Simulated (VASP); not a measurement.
Here is a VASP 6.6.1 calculation.

Contents of INCAR:

```
  PREC = Accurate
  ENCUT = 520
  EDIFF = 1E-7
  ISMEAR = 0
  SIGMA = 0.1
  LREAL = False
  LASPH = True
  NELM = 150
  ALGO = Normal
  ISIF = 2
  LWAVE = False
  LCHARG = True
  ISPIN = 2
  MAGMOM = 0 0 0 0 0 1
  LORBIT = 11
  GGA = PE
  LELF = True
  LVHAR = True
  NBANDS = 21
```

Contents of KPOINTS:

```
Automatic mesh
0
Gamma
  4 4 4
```

POSCAR

```
Mg5O
1.0
    0.0000000000      4.0264593620      4.0264593620
    4.0264593620      0.0000000000      4.0264593620
    4.0264593620      4.0264593620      0.0000000000
Mg O
5 1
Direct
    0.1249429861      0.6250190046      0.6250190046
    0.6250190046      0.6250190046      0.6250190046
    0.6250190046      0.1249429861      0.6250190046
    0.6250190046      0.6250190046      0.1249429861
    0.2500000000      0.2500000000      0.2500000000
    0.0000000000      0.0000000000      0.0000000000
```

Potentials or basis: VASP PAW PBE potentials, release 64 (Mg, O).

The run is started by

```console
$ cat potpaw_PBE.64/Mg/POTCAR potpaw_PBE.64/O/POTCAR > POTCAR
$ mpirun -np 1 vasp_std > vasp.out
```

**Question.** Predict the pressure.

**Answer.** 0.1 GPa.

**Question.** Predict the largest force.

**Answer.** 0.007 eV/Å.

**Question.** What does it give for the net moment?

**Answer.** 0.00 μB per cell.

**Question.** Predict the band gap on the k mesh.

**Answer.** Zero (filled and empty bands overlap).

Forces in eV/Å, atoms in the order of the input:
```
Mg   0.004 -0.004 -0.004
Mg   0.004  0.004  0.004
Mg  -0.004  0.004 -0.004
Mg  -0.004 -0.004  0.004
Mg   0.000  0.000  0.000
O    0.000  0.000  0.000
```

Caveat: semilocal functionals underestimate gaps, so a narrow gap can read as zero.
